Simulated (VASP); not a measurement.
HgPt, 2 atoms in the cell. Symmetry: P4/mmm, No. 123, tetragonal system. Conventional cell: a = 2.971 Å, b = 2.971 Å, c = 3.825 Å, α = 90.00°, β = 90.00°, γ = 90.00°. Within 3.7 Å of Hg (site symmetry 4/mmm) lie 8 Pt at 2.84 Å and 4 Hg at 2.97 Å. Within 3.7 Å of Pt (site symmetry 4/mmm) lie 8 Hg at 2.84 Å and 4 Pt at 2.97 Å. 

* Program: VASP 6.6.1
* Task: single point
* Functional: PBEsol
* Potentials or basis: VASP PAW PBE potentials, release 64 (Hg, Pt)
* Cutoff: 520 eV
* k mesh: 12 × 12 × 10
* Occupations: gaussian, width 0.05 eV
* Spin: no spin polarisation
* Dipole correction: no
* Further INCAR settings: ALGO = Normal; EDIFF = 1e-06; NBANDS = 18

Potentials or basis: VASP PAW PBE potentials, release 64 (Hg, Pt).

Launch:

```bash
$ cat potpaw_PBE.64/Hg/POTCAR potpaw_PBE.64/Pt/POTCAR > POTCAR
$ mpirun -np 1 vasp_std > vasp.out
```

Hardware: 1 thread of Intel(R) Xeon(R) Platinum 8259CL CPU @ 2.50GHz (Skylake/Cascade Lake), on a shared host.

How long does it take, and how much memory?

It took 47 s on 1 thread of Intel(R) Xeon(R) Platinum 8259CL CPU @ 2.50GHz (Skylake/Cascade Lake) (shared host), peak memory 0.23 GiB. Counts: scf iterations 12, k points 168.
